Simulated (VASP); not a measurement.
## AlC: single point with PBE

AlC:

```
Al C
1.0
     2.69149    0.00000    0.00000
     0.00000    2.69149    0.00000
     0.00000    0.00000    2.69149
Al C
1 1
Direct
  0.50000 0.50000 0.50000
  0.00000 0.00000 0.00000
```

```yaml
Program: VASP 6.6.1
Task: single point
Functional: PBE
Potentials_or_basis: VASP PAW PBE potentials, release 64 (Al, C)
Cutoff: 520 eV
k_mesh: 6 × 6 × 6
Occupations: gaussian, width 0.1 eV
Spin: no spin polarisation
```

The pressure is 0.0 GPa.

Levels at points of the mesh, in eV from the Fermi level:
```
           k point  band 1  band 2  band 3  band 4  band 5  band 6  band 7  band 8
(0.00, 0.00, 0.00)  -15.86   -0.32   -0.32   -0.32    3.67    5.71    5.71   15.45
(0.50, 0.00, 0.00)  -12.53   -9.64    1.05    1.05    6.54    8.39    9.35   10.55
(0.50, 0.50, 0.00)   -9.68   -6.58   -6.58   -2.00    2.35   10.23   10.23   13.08
(0.50, 0.50, 0.50)   -7.09   -3.94   -3.94   -3.94    0.94    0.94    0.94    6.03
```

Wall time 2.8 s on 1 thread of Intel Xeon 6975P-C (shared host), peak memory 0.12 GiB.

Caveat: the k points lie up to 0.39 Å⁻¹ apart.
